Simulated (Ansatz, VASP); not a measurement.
Ag in VASP and in Ansatz

```xyz
1
Lattice="0.0000 2.0427 2.0427 2.0427 0.0000 2.0427 2.0427 2.0427 0.0000" Properties=species:S:1:pos:R:3 pbc="T T T"
Ag    0.0000    0.0000    0.0000
```

Alike in both runs: task single point; functional PBEsol; k mesh 12 × 12 × 12; non-collinear spin, spin-orbit coupling.

|  | VASP | Ansatz |
| --- | --- | --- |
| version | VASP 6.6.1 | Ansatz 0.2.0 |
| potentials or method | VASP PAW PBE potentials, release 64 (Ag) | plane waves, PAW |
| plane-wave cutoff (eV) | 500 | 420 |
| occupations | methfessel-paxton of order 1, width 0.1 eV | cold, width 0.1 eV |
| valence electrons in the cell | 11 | 19 |

```tsv
	VASP	Ansatz	Ansatz less VASP
net moment per atom (μB)	0.00	0.00	0.000
```

VASP's potentials were made for PBE, not for PBEsol. VASP's potentials hold 11 valence electrons a cell and Ansatz's 19, so a difference there can come from the potentials and not from the codes.
